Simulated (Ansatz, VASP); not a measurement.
**One calculation of AlNi, two programs**

File INCAR:

```
ALGO = Normal ; EDIFF = 1E-6
ENCUT = 690 ; GGA = PE
GGA_COMPAT = F ; ISIF = 2
ISMEAR = -1 ; ISPIN = 2
LASPH = T ; LCHARG = F
LMAXMIX = 4 ; LORBIT = 11
LREAL = F ; LWAVE = F
MAGMOM = 2 0 ; NBANDS = 22
NELM = 200 ; NUPDOWN = 2.0
PREC = Accurate ; SIGMA = 0.05
```

KPOINTS

```
k-points
0
Gamma
  8 8 8
```

Contents of POSCAR:

```
AlNi
1.0
    2.8810000000      0.0000000000      0.0000000000
    0.0000000000      2.8810000000      0.0000000000
    0.0000000000      0.0000000000      2.8810000000
Ni Al
1 1
Direct
    0.5000000000      0.5000000000      0.5000000000
    0.0000000000      0.0000000000      0.0000000000
```

File input.yaml:

```yaml
crystal:
  lattice:
    - [2.881, 0.0, 0.0]
    - [0.0, 2.881, 0.0]
    - [0.0, 0.0, 2.881]
  atoms:
    - { symbol: Ni, position: [0.5, 0.5, 0.5], spin: 2.0 }
    - { symbol: Al, position: [0.0, 0.0, 0.0] }
hamiltonian:
  xc: pbe
  pseudopotentials: { kind: paw }
magnetization:
  spin_polarized: true
  initial_magnetization: 2.0
  spin_locking: { lock_magnetization: hard }
kpoints:
  mp_grid: { grid: [8, 8, 8] }
scf:
  occupations: { method: fermi_dirac, width: 0.05 }
  lower_state_search: "off"
output:
  forces: true
  stress: true
  eigenvalues: true
  write_density: true
  write_potential: true
  elf: true
  volumetric_format: npy
```

Alike in both runs: task single point; functional PBE; k mesh 8 × 8 × 8; occupations fermi-dirac, width 0.05 eV; collinear spin; fixed moment 2 μB.

|  | VASP | Ansatz |
| --- | --- | --- |
| version | VASP 6.6.1 | Ansatz 0.2.0 |
| potentials or method | VASP PAW PBE potentials, release 64 (Ni_sv_GW, Al) | Ansatz PAW |
| plane-wave cutoff (eV) | 690 | 420 |
| valence electrons in the cell | 21 | 21 |

|  | VASP | Ansatz | Ansatz less VASP |
| --- | --- | --- | --- |
| pressure (GPa) | 19.9 | 21.0 | +1.08 |
| net moment per atom (μB) | 1.00 | 1.00 | 0.000 |
| size of the moment on the site where the two differ most (μB) | 0.14 | 0.24 | +0.096 |

Site moments also hang on the region over which each program counts them. The functional is the same, so the differences come from potentials, cutoffs and numerics.
